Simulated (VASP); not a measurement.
# SiGe (P6_3mc) in VASP: further runs, part 2 of 2

VASP 6.6.1.

**5. Single point, LDA**

This run uses another cell than the first one, of 20.18 Å³/atom, 1.028 times its volume.

INCAR reads:

```
SYSTEM = SiGe
PREC = Accurate ; ENCUT = 520
EDIFF = 1E-6 ; ISMEAR = 0
SIGMA = 0.03 ; LREAL = .False.
LASPH = .True. ; NELM = 80
ALGO = Normal ; ISIF = 2
LWAVE = .False. ; LCHARG = .False.
NBANDS = 26
```

KPOINTS reads:

```
Automatic mesh
0
Gamma
  12 12 6
  0 0 0
```

POSCAR reads:

```
SiGe
1.0
    3.8347660222      0.0000000000      0.0000000000
   -1.9173830111      3.3210047928      0.0000000000
    0.0000000000      0.0000000000      6.3373575767
Si Ge
2 2
Direct
    0.6666666667      0.3333333333      0.8745031008
    0.3333333333      0.6666666667      0.3745031008
    0.6666666667      0.3333333333      0.4770391519
    0.3333333333      0.6666666667     -0.0229608481
```

Potentials or basis: VASP PAW LDA potentials, release 64 (Si, Ge_d).

Command:

```
$ cat potpaw_LDA.64/Si/POTCAR potpaw_LDA.64/Ge_d/POTCAR > POTCAR
$ mpirun -np 1 vasp_std > vasp.out
```

OUTCAR:

```text
SYSTEM = SiGe
   PREC = Accurate
   ENCUT = 520
   EDIFF = 1E-6
   ISMEAR = 0
   LREAL = .False.
   LASPH = .True.
   NELM = 80
   ISIF = 2

 ion  position               nearest neighbor table
   1  0.667  0.333  0.875-   4 2.31   4 2.31   4 2.31   3 2.52
   2  0.333  0.667  0.375-   3 2.31   3 2.31   3 2.31   4 2.52
   3  0.667  0.333  0.477-   2 2.31   2 2.31   2 2.31   1 2.52
   4  0.333  0.667  0.977-   1 2.31   1 2.31   1 2.31   2 2.52

  LATTYP: Found a hexagonal cell.
 ALAT       =     3.8347660222
 C/A-ratio  =     1.6526060625

  Lattice vectors:

 A1 = (   3.8347660222,   0.0000000000,   0.0000000000)
 A2 = (  -1.9173830111,   3.3210047928,   0.0000000000)
 A3 = (   0.0000000000,   0.0000000000,   6.3373575767)

Analysis of symmetry for initial positions (statically):
=====================================================================
 Subroutine PRICEL returns:
 Original cell was already a primitive cell.

 Routine SETGRP: Setting up the symmetry group for a
 hexagonal supercell.

 Subroutine GETGRP returns: Found 12 space group operations
 (whereof  6 operations were pure point group operations)
 out of a pool of 24 trial point group operations.
[... 165 lines left out ...]
  ---------------------------------------------------
  free energy    TOTEN  =       -21.95112010 eV

  energy without entropy =      -21.95090589  energy(sigma->0) =      -21.95101299

 E-fermi :   6.1701     XC(G=0): -10.2054

 val. band max:        6.0851693773   @ k =   0.5000   0.0000   0.0000
 cond. band min:       6.1780858355   @ k =   0.5000   0.0000   0.1667
 fundamental gap:      0.0929164583
 Fermi energy:         6.1700583964

 k-point     1 :       0.0000    0.0000    0.0000
  band No.  band energies     occupation
      1     -18.7825      2.00000
      2     -18.7825      2.00000
      3     -18.7803      2.00000
      4     -18.7803      2.00000
      5     -18.7755      2.00000
      6     -18.7743      2.00000
[... 685 lines left out ...]
     25      13.0645      0.00000
     26      13.4204      0.00000

 [... further k-points ...]
[... 5 lines left out ...]
  --------------------------------------------------------------------------------------
  -------------------------------------------------------------------------------------
  Total        3.1745507      3.1745507     -1.2365234      0.0000000      0.0000000      0.0000000
  in kB       63.0196901     63.0196901    -24.5468819      0.0000000      0.0000000      0.0000000
  external PRESSURE =      33.8308328 kB  Pullay stress =       0.0000000 kB

 VOLUME and BASIS-vectors are now :
 -----------------------------------------------------------------------------
  energy-cutoff  :      520.00
  volume of cell :       80.71
      direct lattice vectors                 reciprocal lattice vectors
     3.834766022  0.000000000  0.000000000     0.260772103  0.150556844  0.000000000
    -1.917383011  3.321004793  0.000000000     0.000000000  0.301113688  0.000000000
     0.000000000  0.000000000  6.337357577     0.000000000  0.000000000  0.157794473

 POSITION                                       TOTAL-FORCE (eV/Angst)
 -----------------------------------------------------------------------------------
      1.91738      1.10700      5.54204        -0.000000     -0.000000     -1.496629
     -0.00000      2.21400      2.37336         0.000000      0.000000     -1.496629
      1.91738      1.10700      3.02317         0.000000     -0.000000      1.496629
     -0.00000      2.21400      6.19185        -0.000000      0.000000      1.496629
 -----------------------------------------------------------------------------------
    total drift:                                0.000000      0.000001      0.000476

  FREE ENERGIE OF THE ION-ELECTRON SYSTEM (eV)
  ---------------------------------------------------
  free  energy   TOTEN  =       -21.9511201020 eV

  energy  without entropy=      -21.9509058861  energy(sigma->0) =      -21.95101299
```

Wall time 70 s (1 thread of Intel Xeon Platinum 8559C (Emerald Rapids), shared host); peak memory 0.25 GiB.

Results:

```
Free energy            : -21.9511 eV
Pressure               : 3.4 GPa
Largest force          : 1.497 eV/Å
Band gap on the k mesh : zero (band 18 reaches 6.33 eV, above the bottom of band 19 at 6.09 eV)
```

Forces in eV/Å, atoms in the order of the input:
```
Si   0.000  0.000 -1.497
Si   0.000  0.000 -1.497
Ge   0.000  0.000  1.497
Ge   0.000  0.000  1.497
```

Stress tensor (GPa, compression positive):
```
 6.30  0.00  0.00
 0.00  6.30  0.00
 0.00  0.00 -2.45
```

Levels at points of the mesh, in eV from the Fermi level:
```tsv
k point	band 15	band 16	band 17	band 18	band 19	band 20	band 21	band 22
(0.00, 0.00, 0.00)	-1.98	-0.57	-0.57	0.06	0.33	1.47	1.99	1.99
(0.50, 0.00, 0.00)	-4.81	-3.66	-2.96	-2.16	-0.08	1.74	3.58	3.74
(0.00, 0.00, 0.50)	-1.40	-1.40	-1.40	-1.40	0.86	0.86	2.86	2.86
(0.50, 0.00, 0.50)	-3.04	-3.04	-2.53	-2.53	0.52	0.52	1.27	1.27
```

Caveat: forces of over 1 eV/Å act on the atoms, so gaps and moduli don't describe the material at rest.

**6. Single point, LDA**

This run uses another cell than the first one, of 20.18 Å³/atom, 1.028 times its volume.

INCAR reads:

```
SYSTEM = SiGe
  PREC = Accurate
  ENCUT = 520
  EDIFF = 1E-7
  ISMEAR = 0
  SIGMA = 0.03
  LREAL = .FALSE.
  LASPH = .TRUE.
  NELM = 60
  ALGO = Normal
  ISIF = 2
  LWAVE = .FALSE.
  LCHARG = .FALSE.
  GGA = CA
  NBANDS = 26
```

KPOINTS reads:

```
Automatic mesh
0
G
  12 12 6
  0 0 0
```

POSCAR: that of step 5 with these lines changed.

```diff
@@ -10,3 +10,3 @@
     0.3333333333      0.6666666667      0.3745031008
-    0.6666666667      0.3333333333      0.4770391519
-    0.3333333333      0.6666666667     -0.0229608481
+    0.6666666667      0.3333333333      0.5239526465
+    0.3333333333      0.6666666667      0.0239526465
```

Potentials or basis: VASP PAW LDA potentials, release 64 (Si, Ge_d).

Command:

```
$ cat potpaw_LDA.64/Si/POTCAR potpaw_LDA.64/Ge_d/POTCAR > POTCAR
$ mpirun -np 1 vasp_std > vasp.out
```

Run time: 71 s. Hardware: 1 thread of Intel Xeon Platinum 8559C (Emerald Rapids), shared host; peak memory 0.25 GiB.

Results (log left out):

```yaml
Free_energy: -21.8712 eV
Pressure: 3.2 GPa
Largest_force: 2.355 eV/Å
Band_gap_on_the_k_mesh: zero (band 18 reaches 6.45 eV, above the bottom of band 19 at 6.23 eV)
```

Forces in eV/Å, atoms in the order of the input:
```
Si   0.000  0.000  2.355
Si   0.000  0.000  2.355
Ge   0.000  0.000 -2.355
Ge   0.000  0.000 -2.355
```

Stress tensor (GPa, compression positive):
```
-0.93  0.00  0.00
 0.00 -0.93  0.00
 0.00  0.00 11.55
```

Levels at points of the mesh, in eV from the Fermi level:
| k point | band 14 | band 15 | band 16 | band 17 | band 18 | band 19 | band 20 | band 21 | band 22 | band 23 |
| --- | --- | --- | --- | --- | --- | --- | --- | --- | --- | --- |
| (0.00, 0.00, 0.00) | -1.78 | -1.78 | -1.36 | 0.21 | 0.21 | 0.60 | 1.55 | 1.55 | 1.62 | 3.02 |
| (0.50, 0.00, 0.00) | -6.46 | -5.58 | -3.88 | -3.44 | -1.40 | 0.23 | 1.94 | 2.34 | 2.41 | 4.60 |
| (0.00, 0.00, 0.50) | -5.38 | -1.08 | -1.08 | -1.08 | -1.08 | 1.45 | 1.45 | 2.94 | 2.94 | 2.94 |
| (0.50, 0.00, 0.50) | -7.89 | -3.25 | -3.25 | -2.68 | -2.68 | 0.23 | 0.23 | 1.77 | 1.77 | 5.24 |

Caveat: forces of over 1 eV/Å act on the atoms, so gaps and moduli don't describe the material at rest.
